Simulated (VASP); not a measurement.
Ge: single point with PBEsol

Ge:

```
Ge
1.0
    -2.53587    2.53587    1.41837
     2.53587   -2.53587    1.41837
     2.53587    2.53587   -1.41837
Ge
2
Direct
  0.25000 0.75000 0.50000
  0.50000 0.50000 0.00000
```

This cell differs from its parent crystal: strain -0.015 along x and y, +0.015 along z.

```yaml
Program: VASP 6.6.1
Task: single point
Functional: PBEsol
Potentials_or_basis: VASP PAW PBE potentials, release 64 (Ge_d)
Cutoff: 520 eV
k_mesh: 20 × 20 × 20
Occupations: gaussian, width 0.15 eV
Spin: no spin polarisation
Dipole_correction: no
Further_INCAR_settings: ALGO = Normal; EDIFF = 1e-06; NBANDS = 21
```

```yaml
Pressure: 0.5 GPa
Band_gap_on_the_k_mesh: zero (band 14 reaches 8.78 eV, above the bottom of band 15 at 3.31 eV)
```

Stress tensor (GPa, compression positive):
```
 0.86  0.00  0.00
 0.00  0.86  0.00
 0.00  0.00 -0.29
```

Levels at points of the mesh, in eV from the Fermi level:
| k point | band 11 | band 12 | band 13 | band 14 | band 15 | band 16 | band 17 | band 18 |
| --- | --- | --- | --- | --- | --- | --- | --- | --- |
| (0.00, 0.00, 0.00) | -13.44 | -3.64 | -2.24 | -2.24 | 3.35 | 7.75 | 7.94 | 7.96 |
| (0.50, 0.00, 0.00) | -8.31 | -6.57 | -2.57 | -1.93 | -1.53 | 2.39 | 3.67 | 5.69 |
| (0.50, 0.50, 0.00) | -10.59 | -10.59 | 0.79 | 0.79 | 2.25 | 2.25 | 7.07 | 7.07 |
| (0.50, 0.50, 0.50) | -8.76 | -8.76 | -5.99 | -5.99 | 5.56 | 5.56 | 11.61 | 11.61 |

It took 2.7 min on 1 thread of Intel(R) Xeon(R) 6975P-C (Granite Rapids), on a shared host, peak memory 0.47 GiB.

Caveat: the cell differs from its parent crystal (strain -0.015 along x and y, +0.015 along z); the PAW data sets were made with another functional, which shifts forces and pressure a little.
